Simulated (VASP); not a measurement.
Write the native input for VASP 6.6.1 that does the following.

- Task: single point
- Functional: PBE
- Potentials or basis: VASP PAW PBE potentials, release 64 (Na_pv)
- Cutoff: 500 eV
- k mesh: 2 × 2 × 2
- Occupations: fermi-dirac, width 0.1 eV
- Spin: no spin polarisation
- Dipole correction: no
- Further INCAR settings: ALGO = Normal; EDIFF = 1e-06; NBANDS = 14

The structure of Na lies in POSCAR:

```
Na
1.0
    4.1981876900      0.0000000000      0.0000000000
    0.0000000000      4.1981876900      0.0000000000
    0.0000000000      0.0000000000      4.1981876900
Na
2
Direct
    0.0000000000      0.0000000000      0.0000000000
    0.5000000000      0.5000000000      0.5000000000
```

The input as run:

INCAR

```
PREC = Accurate
ENCUT = 500
EDIFF = 1E-6
ISMEAR = -1
SIGMA = 0.1
LREAL = F
LASPH = T
NELM = 120
ALGO = Normal
ISIF = 2
LWAVE = F
LCHARG = F
GGA = PE
NBANDS = 14
GGA_COMPAT = F
```

KPOINTS

```
regular mesh
0
Gamma
  2 2 2
```

Potentials or basis: VASP PAW PBE potentials, release 64 (Na_pv).

Launch:

```sh
$ cat potpaw_PBE.64/Na_pv/POTCAR > POTCAR
$ mpirun -np 1 vasp_std > vasp.out
```

It gave:

The pressure is 0.2 GPa and the band gap on the k mesh is zero (band 7 reaches 3.05 eV, above the bottom of band 8 at -0.79 eV).

Caveat: the k points lie up to 0.75 Å⁻¹ apart.

It took 4.3 s on 1 thread of Intel Xeon 8259CL, with other jobs on the host, peak memory 0.16 GiB.
